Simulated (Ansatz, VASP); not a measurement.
**One calculation of Sb, two programs**

File INCAR:

```
SYSTEM = Sb
  ALGO = Normal
  EDIFF = 1E-6
  ENCUT = 500
  GGA = PS
  GGA_COMPAT = .False.
  ISIF = 2
  ISMEAR = -1
  LASPH = .True.
  LCHARG = .False.
  LREAL = .False.
  LWAVE = .False.
  NBANDS = 12
  NELM = 120
  PREC = Accurate
  SIGMA = 0.05
```

File KPOINTS:

```
k-points
0
Gamma
  8 8 8
  0 0 0
```

POSCAR

```
Sb
1.0
    2.1972840000      1.2686025089      3.7580000000
   -2.1972840000      1.2686025089      3.7580000000
    0.0000000000     -2.5372050178      3.7580000000
Sb
2
Direct
    0.7665100000      0.7665100000      0.7665100000
    0.2334900000      0.2334900000      0.2334900000
```

Contents of input.yaml:

```yaml
crystal:
  lattice:
    - [2.197284, 1.2686025089, 3.758]
    - [-2.197284, 1.2686025089, 3.758]
    - [0.0, -2.5372050178, 3.758]
  atoms:
    - { symbol: Sb, position: [0.76651, 0.76651, 0.76651] }
    - { symbol: Sb, position: [0.23349, 0.23349, 0.23349] }
kpoints:
  mp_grid: { grid: [8, 8, 8] }
  band_path:
    path:
      - [0.0, 0.0, 0.0]
      - [0.5, 0.0, 0.0]
      - [0.5, 0.2426374005, -0.2426374005]
    npoints: 10
scf:
  occupations: { method: fermi_dirac, width: 0.05 }
hamiltonian:
  xc: pbesol
  pseudopotentials: { kind: all_electron, lapw: { basis_error: 0.001 } }
output:
  forces: true
  stress: true
  eigenvalues: true
```

Change from the starting cell: strain_xy = 0.02.

Alike in both runs: functional PBEsol; k mesh 8 × 8 × 8; occupations fermi-dirac, width 0.05 eV; no spin polarisation.

|  | VASP | Ansatz |
| --- | --- | --- |
| version | VASP 6.6.1 | Ansatz 0.2.0 |
| potentials or method | VASP PAW PBE potentials, release 64 (Sb), cutoff 500 eV | all-electron LAPW, scalar-relativistic |
| task | single point | band structure |

|  | VASP | Ansatz | Ansatz less VASP |
| --- | --- | --- | --- |
| gap on the k mesh at the Fermi level (eV) | none | none | - |
| pressure (GPa) | -2.1 | -2.2 | -0.12 |
| traceless stress, the component that is largest in VASP (GPa) | 0.40 | 0.44 | +0.039 |
| rms of the force components (eV/Å) | 0.009 | 0.034 | +0.0250 |

VASP's potentials were made for PBE, not for PBEsol. Atom by atom the forces differ by 0.025 eV/Å (rms over components). A gap of «none» marks a metal or a gap that the smearing closes. Ansatz ran all-electron here, and VASP with PAW potentials.

Neither program's run includes spin-orbit coupling.
